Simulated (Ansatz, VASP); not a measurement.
Si4Ru: VASP beside Ansatz

```
CELL_PARAMETERS angstrom
-2.75834 2.75834 2.75834
2.75834 -2.75834 2.75834
2.75834 2.75834 -2.75834
ATOMIC_POSITIONS crystal
Si 0.00000 0.00000 0.50000
Si 0.00000 0.50000 0.00000
Si 0.50000 0.00000 0.00000
Si 0.50000 0.50000 0.50000
Ru 0.00000 0.00000 0.00000
```

Change from the starting cell: species swapped into the CrGa4 type (Im-3m, No. 229).

Alike in both runs: task relaxation of cell and atoms; functional PBE; k mesh 10 × 10 × 10; occupations gaussian, width 0.1 eV; no spin polarisation.

```csv
,VASP,Ansatz
version,VASP 6.6.1,Ansatz 0.2.0
potentials or method,"VASP PAW PBE potentials, release 64 (Si, Ru_pv), cutoff 600 eV","scalar-relativistic, plane waves, PAW"
valence electrons in the cell,30,32
```

```csv
,VASP,Ansatz,Ansatz less VASP
"gap on the k mesh at the Fermi level, each at its own relaxed structure (eV)",none,none,-
relaxed volume (Å³/atom),16.71,16.71,+0.001
relaxed length of the cell vector where the two differ most in proportion (Å),4.770,4.770,+0.0001
```

A gap of «none» marks a metal or a gap that the smearing closes. VASP's potentials hold 30 valence electrons a cell and Ansatz's 32, so a difference there can come from the potentials and not from the codes.
